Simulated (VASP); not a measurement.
Here is a VASP 6.6.1 calculation.

The input INCAR:

```
SYSTEM = GaN
PREC     = Accurate       ! precision mode
ENCUT    = 520            ! plane-wave cutoff, eV
EDIFF    = 1E-6           ! SCF threshold, eV
ISMEAR   = 0              ! smearing method
SIGMA    = 0.05           ! smearing width, eV
LREAL    = .False.        ! projectors in reciprocal space
LASPH    = .True.         ! aspherical terms in the spheres
NELM     = 80             ! most SCF steps
ALGO     = Normal         ! electronic algorithm
ISIF     = 2              ! what is computed and relaxed
LWAVE    = .False.        ! write WAVECAR
LCHARG   = .True.         ! write CHGCAR
GGA      = PE             ! functional
LELF     = .True.         ! ELF
LVHAR    = .True.       
NBANDS   = 26             ! bands
```

File KPOINTS:

```
regular mesh
0
Gamma
  12 12 6
  0 0 0
```

POSCAR

```
GaN
1.0
    3.1799996605      0.0000000000      0.0000000000
   -1.5899998303      2.7539604900      0.0000000000
    0.0000000000      0.0000000000      5.1660000000
Ga N
2 2
Direct
    0.3228111146      0.6589638679      0.0000000000
    0.6771888854      0.3410361321      0.5000000000
    0.3420921647      0.6730785762      0.3750000000
    0.6579078353      0.3269214238      0.8750000000
```

Potentials or basis: VASP PAW PBE potentials, release 64 (Ga_d, N).

The run is started by

```bash
$ cat potpaw_PBE.64/Ga_d/POTCAR potpaw_PBE.64/N/POTCAR > POTCAR
$ mpirun -np 1 vasp_std > vasp.out
```

Problem. Predict the largest force.

Solution. 0.188 eV/Å.

Problem. What does it give for the band gap on the k mesh?

Solution. 1.95 eV.

Problem. Estimate the pressure.

Solution. 7.3 GPa.

Stress tensor (GPa, compression positive):
```
6.67 0.01 0.00
0.01 6.60 0.00
0.00 0.00 8.77
```

Caveat: the cell differs from its parent crystal (atoms displaced along a vibrational mode); the cell stands under pressure.
